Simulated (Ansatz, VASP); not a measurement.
# ZnPdC4N4 in VASP and in Ansatz

```
Zn Pd C N
1.0
     5.90860    0.00000    0.00000
     0.00000    5.90860    0.00000
     0.00000    0.00000    5.90860
Zn Pd C N
1 1 4 4
Cartesian
  0.0000 0.0000 0.0000
  2.9543 2.9543 2.9543
  1.1068 1.1068 1.1068
  1.1068 4.8018 4.8018
  4.8018 1.1068 4.8018
  4.8018 4.8018 1.1068
  1.7823 1.7823 1.7823
  1.7823 4.1263 4.1263
  4.1263 1.7823 4.1263
  4.1263 4.1263 1.7823
```

Alike in both runs: task single point; functional PBE; k mesh 4 × 4 × 4; occupations gaussian, width 0.1 eV; no spin polarisation.

|  | VASP | Ansatz |
| --- | --- | --- |
| version | VASP 6.6.1 | Ansatz 0.2.0 |
| potentials or method | VASP PAW PBE potentials, release 64 (Zn, Pd, C, N), cutoff 520 eV | scalar-relativistic, plane waves, PAW |
| valence electrons in the cell | 58 | 66 |

```csv
,VASP,Ansatz,Ansatz less VASP
gap on the k mesh at the Fermi level (eV),none,none,-
pressure (GPa),3.6,3.2,-0.40
rms of the force components (eV/Å),0.308,0.475,+0.1672
```

Atom by atom the forces differ by 0.186 eV/Å (rms over components). A gap of «none» marks a metal or a gap that the smearing closes. One of these differences is far larger than is usual between the two programs; its cause wasn't traced. The functional is the same, so the differences come from potentials, cutoffs and numerics. VASP's potentials hold 58 valence electrons a cell and Ansatz's 66, so a difference there can come from the potentials and not from the codes.

Noted on VASP's run: the standard files for N, O and F lose accuracy on very short bonds.
